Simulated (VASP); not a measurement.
# ZnSe (F-43m) in VASP: a series of runs

The runs below take ZnSe through single point, with LDA.

All numbers are computed with VASP 6.6.1; they aren't measurements. Logs are shortened: lines on timing, memory, paths and dates and some standing lists are left out, and cuts for length are marked.

## 1. The cell of the first run

The structure is cubic, space group F-43m (No. 216). The conventional cell has a = 5.668 Å, b = 5.668 Å, c = 5.668 Å, α = 90.00°, β = 90.00°, γ = 90.00°. Zn (site symmetry -43m) has 4 Se at 2.45 Å within 3.2 Å. Se (site symmetry -43m) has 4 Zn at 2.45 Å within 3.2 Å.

## 2. Single point, LDA

Contents of INCAR:

```
SYSTEM = ZnSe
  ALGO = Normal
  EDIFF = 1E-6
  ENCUT = 520
  ISIF = 2
  ISMEAR = 0
  LASPH = .TRUE.
  LCHARG = .FALSE.
  LREAL = .FALSE.
  LWAVE = .FALSE.
  NBANDS = 16
  NELM = 100
  PREC = Accurate
  SIGMA = 0.05
```

Contents of KPOINTS:

```
k-points
0
G
  8 8 8
  0 0 0
```

Contents of POSCAR:

```
ZnSe
1.0
    0.0000000000      2.8338000000      2.8338000000
    2.8338000000      0.0000000000      2.8338000000
    2.8338000000      2.8338000000      0.0000000000
Zn Se
1 1
Direct
    0.0000000000      0.0000000000      0.0000000000
    0.7500000000      0.7500000000      0.7500000000
```

Potentials or basis: VASP PAW LDA potentials, release 64 (Zn, Se).

The run is started by

```console
cat potpaw_LDA.64/Zn/POTCAR potpaw_LDA.64/Se/POTCAR > POTCAR
mpirun -np 1 vasp_std > vasp.out
```

OUTCAR:

```text
SYSTEM = ZnSe
   EDIFF = 1E-6
   ENCUT = 520
   ISIF = 2
   ISMEAR = 0
   LASPH = .TRUE.
   LREAL = .FALSE.
   NELM = 100
   PREC = Accurate

 ion  position               nearest neighbor table
   1  0.000  0.000  0.000-   2 2.45   2 2.45   2 2.45   2 2.45
   2  0.750  0.750  0.750-   1 2.45   1 2.45   1 2.45   1 2.45

  LATTYP: Found a face centered cubic cell.
 ALAT       =     5.6676000000

  Lattice vectors:

 A1 = (   0.0000000000,   2.8338000000,   2.8338000000)
 A2 = (   2.8338000000,   0.0000000000,   2.8338000000)
 A3 = (   2.8338000000,   2.8338000000,   0.0000000000)

Analysis of symmetry for initial positions (statically):
=====================================================================
 Subroutine PRICEL returns:
 Original cell was already a primitive cell.

 Routine SETGRP: Setting up the symmetry group for a
 face centered cubic supercell.

 Subroutine GETGRP returns: Found 24 space group operations
 (whereof 24 operations were pure point group operations)
 out of a pool of 48 trial point group operations.

The static configuration has the point symmetry T_d .

Analysis of symmetry for dynamics (positions and initial velocities):
=====================================================================
 Subroutine PRICEL returns:
 Original cell was already a primitive cell.

 Routine SETGRP: Setting up the symmetry group for a
 face centered cubic supercell.

 Subroutine GETGRP returns: Found 24 space group operations
 (whereof 24 operations were pure point group operations)
 out of a pool of 48 trial point group operations.

The dynamic configuration has the point symmetry T_d .

 Subroutine INISYM returns: Found 24 space group operations
 (whereof 24 operations are pure point group operations),
 and found     1 'primitive' translations

----------------------------------------------------------------------------------------

                                     Primitive cell

  volume of cell :      45.5132

  direct lattice vectors                    reciprocal lattice vectors
     0.000000000  2.833800000  2.833800000    -0.176441527  0.176441527  0.176441527
     2.833800000  0.000000000  2.833800000     0.176441527 -0.176441527  0.176441527
     2.833800000  2.833800000  0.000000000     0.176441527  0.176441527 -0.176441527

  length of vectors
     4.007598393  4.007598393  4.007598393     0.305605690  0.305605690  0.305605690

  position of ions in fractional coordinates (direct lattice)
     0.000000000  0.000000000  0.000000000
     0.750000000  0.750000000  0.750000000

  ion indices of the primitive-cell ions
   primitive index   ion index
                 1           1
                 2           2

----------------------------------------------------------------------------------------

 KPOINTS: k-points

Automatic generation of k-mesh.
 Grid dimensions read from file:
 generate k-points for:    8    8    8

 Generating k-lattice:

  Cartesian coordinates                     Fractional coordinates (reciprocal lattice)
    -0.022055191  0.022055191  0.022055191     0.125000000  0.000000000  0.000000000
     0.022055191 -0.022055191  0.022055191     0.000000000  0.125000000  0.000000000
     0.022055191  0.022055191 -0.022055191     0.000000000  0.000000000  0.125000000

  Length of vectors
     0.038200711  0.038200711  0.038200711

  Shift w.r.t. Gamma in fractional coordinates (k-lattice)
     0.000000000  0.000000000  0.000000000

 Subroutine IBZKPT returns following result:
 ===========================================

 Found     29 irreducible k-points:

 Following reciprocal coordinates:
            Coordinates               Weight
  0.000000  0.000000  0.000000      1.000000
  0.125000  0.000000  0.000000      8.000000
  0.250000  0.000000  0.000000      8.000000
  0.375000  0.000000  0.000000      8.000000
  0.500000  0.000000  0.000000      4.000000
  0.125000  0.125000  0.000000      6.000000
[... 16 lines left out ...]
  0.500000  0.250000  0.125000     48.000000
 -0.375000  0.250000  0.125000     24.000000
 [... further k-points ...]
   k-points           NKPTS =     29   k-points in BZ     NKDIM =     29   number of bands    NBANDS=     16
   number of dos      NEDOS =    301   number of ions     NIONS =      2
   total plane-waves  NPLWV =  27000
   dimension x,y,z NGX =    30 NGY =   30 NGZ =   30
   dimension x,y,z NGXF=    60 NGYF=   60 NGZF=   60
   ions per type =               1   1
   NGX,Y,Z   is equivalent  to a cutoff of  12.44, 12.44, 12.44 a.u.
   NGXF,Y,Z  is equivalent  to a cutoff of  24.89, 24.89, 24.89 a.u.
 SYSTEM =  ZnSe
   PREC   = accura    normal or accurate (medium, high low for compatibility)
   ISTART =      0    job   : 0-new  1-cont  2-samecut
   ICHARG =      2    charge: 1-file 2-atom 10-const
   ISPIN  =      1    spin polarized calculation?
   LNONCOLLINEAR =      F non collinear calculations
   LSORBIT =      F    spin-orbit coupling
   LASPH  =      T    aspherical Exc in radial PAW
   ENCUT  =  520.0 eV  38.22 Ry    6.18 a.u.   7.45  7.45  7.45*2*pi/ulx,y,z
   NELM   =    100;   NELMIN=  2; NELMDL= -5     # of ELM steps
   EDIFF  = 0.1E-05   stopping-criterion for ELM
   LREAL  =      F    real-space projection
   EDIFFG = 0.1E-04   stopping-criterion for IOM
   NSW    =      0    number of steps for IOM
   IBRION =     -1    ionic relax: 0-MD 1-quasi-New 2-CG
   NFREE  =      0    steps in history (QN), initial steepest desc. (CG)
   ISIF   =      2    stress and relaxation
   ISYM   =      2    0-nonsym 1-usesym 2-fastsym
   POTIM  = 0.5000    time-step for ionic-motion
   TEBEG  =    0.0;   TEEND  =   0.0 temperature during run
   PSTRESS=    0.0 pullay stress
   NELECT =      18.0000    total number of electrons
   NUPDOWN=      -1.0000    fix difference up-down
   EMIN   =  10.00;   EMAX   =-10.00  energy-range for DOS
   EFERMI =   0.00;   METHOD = LEGACY
   ISMEAR =     0;   SIGMA  =   0.05  broadening in eV -4-tet -1-fermi 0-gaus
   EFERMI_NEDOS =   21; number of points for ismear=-14 and -15
   IALGO  =     38    algorithm
   IMIX   =      4    mixing-type and parameters
     AMIX     =   0.40;   BMIX     =  1.00
     AMIX_MAG =   1.60;   BMIX_MAG =  1.00
  volume/ion in A,a.u.               =      22.76       153.57
  Fermi-wavevector in a.u.,A,eV,Ry     =   1.201673  2.270834 19.647073  1.444019
  Thomas-Fermi vector in A             =   2.337476
   LORBIT       =      0    0 simple, 1 ext, 2 COOP (PROOUT), +10 PAW based schemes
   GGA     = CA    functional components
   LHFCALC =     F    Hartree Fock is set to
   AEXX    =    0.0000 exact exchange contribution
   IVDW    =     0    specifies the selected vdW correction
   LEPSILON=     F    determine dielectric tensor
   LRPA    =     F    only Hartree local field effects (RPA)
 non-spin polarized calculation
 Gauss-broadening in eV      SIGMA  =   0.05
  energy-cutoff  :      520.00
  volume of cell :       45.51
 maximum number of plane-waves:      1243
 NGX is ok and might be reduce to    30
   NGX = 15   NGY = 15   NGZ = 15

 number of electron      18.0000011 magnetization

 Free energy of the ion-electron system (eV)
  ---------------------------------------------------
  ext. energy  EPLUGINS =         0.00000000
  ---------------------------------------------------
  free energy    TOTEN  =        -7.35042690 eV

  energy without entropy =       -7.35042690  energy(sigma->0) =       -7.35042690

 E-fermi :   1.7850     XC(G=0):  -9.6989

 val. band max:        1.5075029195   @ k =   0.0000   0.0000   0.0000
 cond. band min:       2.5760253031   @ k =   0.0000   0.0000   0.0000
 fundamental gap:      1.0685223836
 Fermi energy:         1.7849972183

 k-point     1 :       0.0000    0.0000    0.0000
  band No.  band energies     occupation
      1     -11.7822      2.00000
      2      -5.1692      2.00000
      3      -5.1692      2.00000
      4      -5.1692      2.00000
      5      -4.8100      2.00000
      6      -4.8100      2.00000
[... 8 lines left out ...]
     15      12.9821      0.00000
     16      12.9821      0.00000

 k-point     2 :       0.1250    0.0000    0.0000
  band No.  band energies     occupation
      1     -11.6809      2.00000
      2      -5.1620      2.00000
      3      -5.1536      2.00000
      4      -5.1536      2.00000
      5      -4.8114      2.00000
      6      -4.8114      2.00000
[... 8 lines left out ...]
     15      12.1400      0.00000
     16      12.1400      0.00000

 k-point     3 :       0.2500    0.0000    0.0000
  band No.  band energies     occupation
      1     -11.4179      2.00000
      2      -5.1195      2.00000
      3      -5.1195      2.00000
      4      -5.1058      2.00000
      5      -4.8100      2.00000
      6      -4.8100      2.00000
[... 8 lines left out ...]
     15      11.8886      0.00000
     16      11.9767      0.00000

 k-point     4 :       0.3750    0.0000    0.0000
  band No.  band energies     occupation
      1     -11.1224      2.00000
      2      -5.0924      2.00000
      3      -5.0924      2.00000
      4      -4.9111      2.00000
      5      -4.7996      2.00000
      6      -4.7996      2.00000
[... 8 lines left out ...]
     15      12.9984      0.00000
     16      12.9984      0.00000
[... 324 lines left out ...]
 k-point    22 :       0.3750    0.2500    0.1250
  band No.  band energies     occupation
      1     -11.2122      2.00000
      2      -5.1251      2.00000
      3      -5.0693      2.00000
      4      -5.0408      2.00000
      5      -4.8241      2.00000
      6      -4.7854      2.00000
[... 8 lines left out ...]
     15      13.6861      0.00000
     16      14.7525      0.00000

 k-point    23 :       0.5000    0.2500    0.1250
  band No.  band energies     occupation
      1     -10.9655      2.00000
      2      -5.0751      2.00000
      3      -5.0456      2.00000
      4      -4.9150      2.00000
      5      -4.7979      2.00000
      6      -4.7421      2.00000
[... 8 lines left out ...]
     15      13.9483      0.00000
     16      15.0425      0.00000

 k-point    24 :      -0.3750    0.2500    0.1250
  band No.  band energies     occupation
      1     -10.8558      2.00000
      2      -5.0679      2.00000
      3      -5.0316      2.00000
      4      -4.8416      2.00000
      5      -4.8029      2.00000
      6      -4.5973      2.00000
[... 8 lines left out ...]
     15      14.1103      0.00000
     16      14.9237      0.00000

 [... further k-points ...]
[... 5 lines left out ...]
  --------------------------------------------------------------------------------------
  -------------------------------------------------------------------------------------
  Total       -0.8784488     -0.8784488     -0.8784488      0.0000000      0.0000000      0.0000000
  in kB      -30.9235591    -30.9235591    -30.9235591      0.0000000      0.0000000      0.0000000
  external PRESSURE =     -30.9235591 kB  Pullay stress =       0.0000000 kB

 VOLUME and BASIS-vectors are now :
 -----------------------------------------------------------------------------
  energy-cutoff  :      520.00
  volume of cell :       45.51
      direct lattice vectors                 reciprocal lattice vectors
     0.000000000  2.833800000  2.833800000    -0.176441527  0.176441527  0.176441527
     2.833800000  0.000000000  2.833800000     0.176441527 -0.176441527  0.176441527
     2.833800000  2.833800000  0.000000000     0.176441527  0.176441527 -0.176441527

 POSITION                                       TOTAL-FORCE (eV/Angst)
 -----------------------------------------------------------------------------------
      0.00000      0.00000      0.00000         0.000000      0.000000      0.000000
      4.25070      4.25070      4.25070        -0.000000     -0.000000     -0.000000
 -----------------------------------------------------------------------------------
    total drift:                                0.000001      0.000001      0.000001

  FREE ENERGIE OF THE ION-ELECTRON SYSTEM (eV)
  ---------------------------------------------------
  free  energy   TOTEN  =        -7.3504269027 eV

  energy  without entropy=       -7.3504269027  energy(sigma->0) =       -7.35042690
```

Wall time 27 s (1 thread of Intel Xeon 8259CL, shared host); peak memory 0.16 GiB.

Results:

- Free energy: -7.3504 eV
- Pressure: -3.1 GPa
- Band gap on the k mesh: 1.07 eV, direct

Levels at points of the mesh, in eV from the valence-band top:
| k point | band 6 | band 7 | band 8 | band 9 | band 10 | band 11 | band 12 | band 13 |
| --- | --- | --- | --- | --- | --- | --- | --- | --- |
| (0.00, 0.00, 0.00) | -6.32 | 0.00 | 0.00 | 0.00 | 1.07 | 5.70 | 5.70 | 5.70 |
| (0.50, 0.00, 0.00) | -6.16 | -5.29 | -0.87 | -0.87 | 2.37 | 6.28 | 6.28 | 8.35 |
| (0.50, 0.50, 0.00) | -6.14 | -4.83 | -2.20 | -2.20 | 2.81 | 3.33 | 10.52 | 11.08 |

A hybrid or GW would open this gap; LDA tends to underestimate it.

## 3. Single point, LDA

Contents of INCAR:

```
ALGO = Normal ; EDIFF = 1E-7
ENCUT = 520 ; ISIF = 2
ISMEAR = 0 ; LASPH = True
LCHARG = False ; LREAL = False
LWAVE = False ; NBANDS = 16
NELM = 60 ; PREC = Accurate
SIGMA = 0.05
```

Contents of KPOINTS:

```
k-points
0
Gamma
  10 10 10
```

POSCAR is that of step 2.

Potentials or basis: VASP PAW LDA potentials, release 64 (Zn, Se).

The run is started by

```console
cat potpaw_LDA.64/Zn/POTCAR potpaw_LDA.64/Se/POTCAR > POTCAR
mpirun -np 1 vasp_std > vasp.out
```

Wall time 47 s (1 thread of Intel Xeon 8259CL, shared host); peak memory 0.17 GiB.

Results (log left out):

```
Free energy            : -7.3512 eV
Pressure               : -3.1 GPa
Band gap on the k mesh : 1.07 eV, direct
```

Levels at points of the mesh, in eV from the valence-band top:
| k point | band 7 | band 8 | band 9 | band 10 | band 11 | band 12 |
| --- | --- | --- | --- | --- | --- | --- |
| (0.00, 0.00, 0.00) | 0.00 | 0.00 | 0.00 | 1.07 | 5.70 | 5.70 |
| (0.50, 0.00, 0.00) | -5.29 | -0.87 | -0.87 | 2.37 | 6.28 | 6.28 |
| (0.50, 0.50, 0.00) | -4.83 | -2.20 | -2.20 | 2.81 | 3.33 | 10.52 |
